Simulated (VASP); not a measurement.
# Ge (Imma) in VASP: density of states with LDA

Aim: the density of states of Ge with LDA.

Program: VASP 6.6.1. These are calculated values, not measurements. Logs are shortened: lines on timing, memory, paths and dates and some standing lists are left out, and cuts for length are marked.

## 1. The cell of the first run

Symmetry: Imma, No. 74, orthorhombic system. Conventional cell: a = 3.969 Å, b = 3.979 Å, c = 5.612 Å, α = 90.00°, β = 90.00°, γ = 90.00°. Ge (site symmetry mm2) has 4 Ge at 2.43 Å within 3.2 Å.

## 2. Density of states, LDA

The input, POSCAR:

```
Ge
1.0
    3.9685767155      0.0000000000      0.0000000000
    0.0000000000      5.6124150143      0.0000000000
    0.0000000000      0.0000000000      3.9792396589
Ge
4
Direct
    0.0000000000      0.0001893494      0.0000000000
    0.5000000000      0.5001893494      0.5000000000
    0.0000000000      0.2498106506      0.5000000000
    0.5000000000      0.7498106506      0.0000000000
```

The input, INCAR.step1:

```
  PREC = Accurate
  ENCUT = 410
  EDIFF = 1E-6
  ISMEAR = 0
  SIGMA = 0.1
  LREAL = False
  LASPH = True
  NELM = 120
  ALGO = Normal
  ISIF = 2
  LWAVE = False
  LCHARG = True
  NBANDS = 36
  GGA_COMPAT = False
  NEDOS = 2001
  LORBIT = 11
```

The input, KPOINTS.step1:

```
Automatic mesh
0
Gamma
  10 8 10
```

The input, INCAR.step2:

```
  PREC = Accurate
  ENCUT = 410
  EDIFF = 1E-6
  ISMEAR = -5
  SIGMA = 0.1
  LREAL = False
  LASPH = True
  NELM = 120
  ALGO = Normal
  ISIF = 2
  LWAVE = False
  LCHARG = False
  LORBIT = 10
  NEDOS = 2001
  ICHARG = 11
  GGA_COMPAT = False
```

The input, KPOINTS.step2:

```
Automatic mesh
0
Gamma
  15 12 15
```

Potentials or basis: VASP PAW LDA potentials, release 64 (Ge_d).

Launch:

```
cat potpaw_LDA.64/Ge_d/POTCAR > POTCAR
cp INCAR.step1 INCAR
cp KPOINTS.step1 KPOINTS
mpirun -np 1 vasp_std > vasp.out
cp INCAR.step2 INCAR
cp KPOINTS.step2 KPOINTS
mpirun -np 1 vasp_std > vasp.out
```

OUTCAR:

```text
PREC = Accurate
   ENCUT = 410
   EDIFF = 1E-6
   ISMEAR = -5
   LREAL = False
   LASPH = True
   NELM = 120
   ISIF = 2
   LORBIT = 10
   ICHARG = 11

 ion  position               nearest neighbor table
   1  0.000  0.000  0.000-   4 2.43   4 2.43   3 2.43   3 2.43
   2  0.500  0.500  0.500-   3 2.43   3 2.43   4 2.43   4 2.43
   3  0.000  0.250  0.500-   2 2.43   2 2.43   1 2.43   1 2.43
   4  0.500  0.750  0.000-   1 2.43   1 2.43   2 2.43   2 2.43

  LATTYP: Found a simple orthorhombic cell.
 ALAT       =     3.9685767155
 B/A-ratio  =     1.0026868432
 C/A-ratio  =     1.4142135624

  Lattice vectors:

 A1 = (  -3.9685767155,   0.0000000000,   0.0000000000)
 A2 = (   0.0000000000,   0.0000000000,   3.9792396589)
 A3 = (   0.0000000000,   5.6124150143,   0.0000000000)

Analysis of symmetry for initial positions (statically):
=====================================================================
 Subroutine PRICEL returns following result:

  LATTYP: Found a body centered orthorhombic cell.
 ALAT       =     3.9685767155
 B/A-ratio  =     1.0026868432
 C/A-ratio  =     1.4142135624

  Lattice vectors:

 A1 = (   1.9842883577,   2.8062075071,   1.9896198295)
 A2 = (  -1.9842883578,   2.8062075072,  -1.9896198295)
 A3 = (  -1.9842883578,  -2.8062075071,   1.9896198294)

   2 primitive cells build up your supercell.

 Routine SETGRP: Setting up the symmetry group for a
 simple orthorhombic supercell.

 Subroutine GETGRP returns: Found  8 space group operations
 (whereof  4 operations were pure point group operations)
 out of a pool of  8 trial point group operations.

The static configuration has the point symmetry C_2v.
 The point group associated with its full space group is D_2h.

Analysis of symmetry for dynamics (positions and initial velocities):
=====================================================================
 Subroutine PRICEL returns following result:

  LATTYP: Found a body centered orthorhombic cell.
 ALAT       =     3.9685767155
 B/A-ratio  =     1.0026868432
 C/A-ratio  =     1.4142135624

  Lattice vectors:

 A1 = (   1.9842883577,   2.8062075071,   1.9896198295)
 A2 = (  -1.9842883578,   2.8062075072,  -1.9896198295)
 A3 = (  -1.9842883578,  -2.8062075071,   1.9896198294)

   2 primitive cells build up your supercell.

 Routine SETGRP: Setting up the symmetry group for a
 simple orthorhombic supercell.

 Subroutine GETGRP returns: Found  8 space group operations
 (whereof  4 operations were pure point group operations)
 out of a pool of  8 trial point group operations.

The dynamic configuration has the point symmetry C_2v.
 The point group associated with its full space group is D_2h.

 Subroutine INISYM returns: Found  8 space group operations
 (whereof  4 operations are pure point group operations),
 and found     2 'primitive' translations

----------------------------------------------------------------------------------------

                                     Primitive cell

  volume of cell :      44.3154

  direct lattice vectors                    reciprocal lattice vectors
     1.984288358  2.806207507  1.989619829    -0.000000000  0.178176417  0.251304291
    -1.984288358  2.806207507 -1.989619829    -0.251979506  0.178176417 -0.000000000
    -1.984288358 -2.806207507  1.989619829    -0.251979506 -0.000000000  0.251304291

  length of vectors
     3.971245135  3.971245135  3.971245135     0.308059543  0.308610608  0.355875706

  position of ions in fractional coordinates (direct lattice)
     0.000189349  0.000189349  1.000000000
     0.749810651  0.249810651  0.500000000

  ion indices of the primitive-cell ions
   primitive index   ion index
                 1           1
                 2           3

----------------------------------------------------------------------------------------

 KPOINTS: Automatic mesh

Automatic generation of k-mesh.
 Grid dimensions read from file:
 generate k-points for:   15   12   15

 Generating k-lattice:

  Cartesian coordinates                     Fractional coordinates (reciprocal lattice)
     0.016798634  0.000000000  0.000000000     0.066666667  0.000000000  0.000000000
     0.000000000  0.014848035  0.000000000     0.000000000  0.083333333  0.000000000
     0.000000000  0.000000000  0.016753619     0.000000000  0.000000000  0.066666667

  Length of vectors
     0.016798634  0.014848035  0.016753619

  Shift w.r.t. Gamma in fractional coordinates (k-lattice)
     0.000000000  0.000000000  0.000000000

 TETIRR: Found   8082 inequivalent tetrahedra from    16200

 Subroutine IBZKPT returns following result:
 ===========================================

 Found    448 irreducible k-points:

 Following reciprocal coordinates:
            Coordinates               Weight
  0.000000  0.000000  0.000000      1.000000
  0.066667  0.000000  0.000000      2.000000
  0.133333  0.000000  0.000000      2.000000
  0.200000  0.000000  0.000000      2.000000
  0.266667  0.000000  0.000000      2.000000
  0.333333  0.000000  0.000000      2.000000
[... 16 lines left out ...]
  0.400000  0.166667  0.000000      4.000000
  0.466667  0.166667  0.000000      4.000000
 [... further k-points ...]
   k-points           NKPTS =    448   k-points in BZ     NKDIM =    448   number of bands    NBANDS=     33
   number of dos      NEDOS =   2001   number of ions     NIONS =      4
   total plane-waves  NPLWV =  31360
   dimension x,y,z NGX =    28 NGY =   40 NGZ =   28
   dimension x,y,z NGXF=    56 NGYF=   80 NGZF=   56
   ions per type =               4
   NGX,Y,Z   is equivalent  to a cutoff of  11.73, 11.85, 11.70 a.u.
   NGXF,Y,Z  is equivalent  to a cutoff of  23.46, 23.70, 23.40 a.u.
 SYSTEM =  unknown system
   PREC   = accura    normal or accurate (medium, high low for compatibility)
   ISTART =      0    job   : 0-new  1-cont  2-samecut
   ICHARG =     11    charge: 1-file 2-atom 10-const
   ISPIN  =      1    spin polarized calculation?
   LNONCOLLINEAR =      F non collinear calculations
   LSORBIT =      F    spin-orbit coupling
   LASPH  =      T    aspherical Exc in radial PAW
   ENCUT  =  410.0 eV  30.13 Ry    5.49 a.u.   6.55  9.27  6.57*2*pi/ulx,y,z
   NELM   =    120;   NELMIN=  2; NELMDL=  0     # of ELM steps
   EDIFF  = 0.1E-05   stopping-criterion for ELM
   LREAL  =      F    real-space projection
   EDIFFG = 0.1E-04   stopping-criterion for IOM
   NSW    =      0    number of steps for IOM
   IBRION =     -1    ionic relax: 0-MD 1-quasi-New 2-CG
   NFREE  =      0    steps in history (QN), initial steepest desc. (CG)
   ISIF   =      2    stress and relaxation
   ISYM   =      2    0-nonsym 1-usesym 2-fastsym
   POTIM  = 0.5000    time-step for ionic-motion
   TEBEG  =    0.0;   TEEND  =   0.0 temperature during run
   PSTRESS=    0.0 pullay stress
   NELECT =      56.0000    total number of electrons
   NUPDOWN=      -1.0000    fix difference up-down
   EMIN   =  10.00;   EMAX   =-10.00  energy-range for DOS
   EFERMI =   0.00;   METHOD = LEGACY
   ISMEAR =    -5;   SIGMA  =   0.10  broadening in eV -4-tet -1-fermi 0-gaus
   EFERMI_NEDOS =   21; number of points for ismear=-14 and -15
   IALGO  =     38    algorithm
   IMIX   =      4    mixing-type and parameters
     AMIX     =   0.40;   BMIX     =  1.00
     AMIX_MAG =   1.60;   BMIX_MAG =  1.00
  volume/ion in A,a.u.               =      22.16       149.53
  Fermi-wavevector in a.u.,A,eV,Ry     =   1.404783  2.654655 26.849951  1.973416
  Thomas-Fermi vector in A             =   2.527310
   LORBIT       =     10    0 simple, 1 ext, 2 COOP (PROOUT), +10 PAW based schemes
   GGA     = CA    functional components
   LHFCALC =     F    Hartree Fock is set to
   AEXX    =    0.0000 exact exchange contribution
   IVDW    =     0    specifies the selected vdW correction
   LEPSILON=     F    determine dielectric tensor
   LRPA    =     F    only Hartree local field effects (RPA)
 non-spin polarized calculation
 Fermi weights with tetrahedron method with Bloechl corrections
  energy-cutoff  :      410.00
  volume of cell :       88.63
 maximum number of plane-waves:      1703
 NGX is ok and might be reduce to    28

 number of electron      55.9999996 magnetization

 Free energy of the ion-electron system (eV)
  ---------------------------------------------------
  ext. energy  EPLUGINS =         0.00000000
  ---------------------------------------------------
  free energy    TOTEN  =       -20.78752458 eV

  energy without entropy =      -20.78752458  energy(sigma->0) =      -20.78752458

 E-fermi :   4.9500     XC(G=0): -10.3902

 val. band max:        4.9408304331   @ k =   0.0000   0.0000   0.0000
 cond. band min:       4.9867908924   @ k =   0.0000   0.0000   0.0000
 fundamental gap:      0.0459604592
 Fermi energy:         4.9499509035

 k-point     1 :       0.0000    0.0000    0.0000
  band No.  band energies     occupation
      1     -20.0686      2.00000
      2     -20.0673      2.00000
      3     -20.0337      2.00000
      4     -20.0328      2.00000
      5     -20.0316      2.00000
      6     -19.9942      2.00000
[... 25 lines left out ...]
     32       7.4634      0.00000
     33       7.4764      0.00000

 k-point     2 :       0.0667    0.0000    0.0000
  band No.  band energies     occupation
      1     -20.0715      2.00000
      2     -20.0675      2.00000
      3     -20.0344      2.00000
      4     -20.0338      2.00000
      5     -20.0337      2.00000
      6     -19.9920      2.00000
[... 25 lines left out ...]
     32       7.5036      0.00000
     33       7.5563      0.00000
[... 754 lines left out ...]
     32       8.8592      0.00000
     33       9.4272      0.00000

 k-point    24 :       0.4667    0.1667    0.0000
  band No.  band energies     occupation
      1     -20.0757      2.00000
      2     -20.0684      2.00000
      3     -20.0655      2.00000
      4     -20.0639      2.00000
      5     -19.9977      2.00000
      6     -19.9883      2.00000
[... 25 lines left out ...]
     32       9.0529      0.00000
     33       9.1589      0.00000

 [... further k-points ...]
[... 5 lines left out ...]
  --------------------------------------------------------------------------------------
  -------------------------------------------------------------------------------------
  Total       -0.0133078     -0.0641134     -0.1882220      0.0000000      0.0000000      0.0000000
  in kB       -0.2405653     -1.1589776     -3.4024860      0.0000000      0.0000000      0.0000000
  external PRESSURE =      -1.6006763 kB  Pullay stress =       0.0000000 kB

 VOLUME and BASIS-vectors are now :
 -----------------------------------------------------------------------------
  energy-cutoff  :      410.00
  volume of cell :       88.63
      direct lattice vectors                 reciprocal lattice vectors
     3.968576715  0.000000000  0.000000000     0.251979506  0.000000000  0.000000000
     0.000000000  5.612415014  0.000000000     0.000000000  0.178176417  0.000000000
     0.000000000  0.000000000  3.979239659     0.000000000  0.000000000  0.251304291

 POSITION                                       TOTAL-FORCE (eV/Angst)
 -----------------------------------------------------------------------------------
      0.00000      0.00106      0.00000         0.000000     -0.001395     -0.000000
      1.98429      2.80727      1.98962        -0.000000     -0.001395     -0.000000
      0.00000      1.40204      1.98962         0.000000      0.001395      0.000000
      1.98429      4.20825      0.00000        -0.000000      0.001395      0.000000
 -----------------------------------------------------------------------------------
    total drift:                                0.000000      0.000000     -0.000000

  FREE ENERGIE OF THE ION-ELECTRON SYSTEM (eV)
  ---------------------------------------------------
  free  energy   TOTEN  =       -20.7875245770 eV

  energy  without entropy=      -20.7875245770  energy(sigma->0) =      -20.78752458

 total charge

# of ion       s       p       d       tot
------------------------------------------
    1        1.139   1.286  10.026  12.451
    2        1.139   1.286  10.026  12.451
    3        1.139   1.286  10.026  12.451
    4        1.139   1.286  10.026  12.451
--------------------------------------------------
tot          4.556   5.145  40.104  49.806
```

It took 7.1 min on 1 thread of AMD EPYC 9R45 (Zen 5), shared host; peak memory 0.66 GiB.

What came out:

| Item | Value |
| --- | --- |
| Valence electrons inside the program's atomic spheres | Ge 12.45 |
